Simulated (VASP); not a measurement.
Here is a VASP 6.6.1 calculation.

File INCAR:

```
ALGO = Normal
EDIFF = 1E-6
ENCUT = 1340
GGA = PS
GGA_COMPAT = F
ISIF = 2
ISMEAR = -1
ISPIN = 2
LASPH = T
LCHARG = F
LMAXMIX = 4
LORBIT = 11
LREAL = F
LWAVE = F
MAGMOM = 5 0
NBANDS = 22
NELM = 200
NUPDOWN = 5.0
PREC = Accurate
SIGMA = 0.03
```

The input KPOINTS:

```
k-points
0
Gamma
  7 7 7
```

File POSCAR:

```
MnO
1.0
    0.0000000000      2.2220000000      2.2220000000
    2.2220000000      0.0000000000      2.2220000000
    2.2220000000      2.2220000000      0.0000000000
Mn O
1 1
Direct
    0.0000000000      0.0000000000      0.0000000000
    0.5000000000      0.5000000000      0.5000000000
```

Potentials or basis: VASP PAW PBE potentials, release 64 (Mn_sv, O_h).

Run with:

```bash
$ cat potpaw_PBE.64/Mn_sv/POTCAR potpaw_PBE.64/O_h/POTCAR > POTCAR
$ mpirun -np 1 vasp_std > vasp.out
```

Task: Estimate the pressure.

Result: -2.0 GPa.

Caveat: the PAW data sets were made with another functional, which shifts forces and pressure a little; the total moment is fixed, so each spin has its own Fermi level and the state may be an excited one; a cell with one magnetic atom can't hold antiferromagnetic order, which such compounds often take.
